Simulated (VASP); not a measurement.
Write the native input for VASP 6.6.1 that does the following.

```yaml
Task: single point
Functional: BLYP
Potentials_or_basis: VASP PAW PBE potentials, release 64 (Co)
Cutoff: 520 eV
k_mesh: 12 × 12 × 7
Occupations: fermi-dirac, width 0.05 eV
Spin: collinear spin, ferromagnetic start
Starting_moments: "[2.0, 2.0] μB"
Dipole_correction: no
Further_INCAR_settings: ALGO = Normal; EDIFF = 1e-06; NBANDS = 20
```

The structure of Co lies in POSCAR:

```
Co
1.0
    2.5358182538      0.0000000000      0.0000000000
   -1.2679091269      2.1960830271      0.0000000000
    0.0000000000      0.0000000000      4.0803377947
Co
2
Direct
    0.6666666667      0.3333333333      0.7500000000
    0.3333333333      0.6666666667      0.2500000000
```

These files were run (other wordings do the same):

INCAR

```
PREC = Accurate
ENCUT = 520
EDIFF = 1E-6
ISMEAR = -1
SIGMA = 0.05
LREAL = F
LASPH = T
NELM = 150
ALGO = Normal
ISIF = 2
LWAVE = F
LCHARG = F
ISPIN = 2
MAGMOM = 2 2
LORBIT = 11
LMAXMIX = 4
GGA = B5
ALDAX = 1.0
AGGAX = 1.0
AGGAC = 1.0
ALDAC = 0.0
NBANDS = 20
```

KPOINTS

```
regular mesh
0
Gamma
  12 12 7
```

Potentials or basis: VASP PAW PBE potentials, release 64 (Co).

Launch:

```bash
$ cat potpaw_PBE.64/Co/POTCAR > POTCAR
$ mpirun -np 1 vasp_std > vasp.out
```

Results of the run:

The pressure is -0.2 GPa and the net moment is 3.25 μB per cell. The site moments are Co +1.65 μB and the valence electrons inside the program's atomic spheres are Co 8.22.

Caveat: the PAW data sets were made with another functional, which shifts forces and pressure a little.

Run time: 28 s on 1 thread of Intel(R) Xeon(R) 6975P-C (Granite Rapids), with other jobs on the host, peak memory 0.17 GiB.
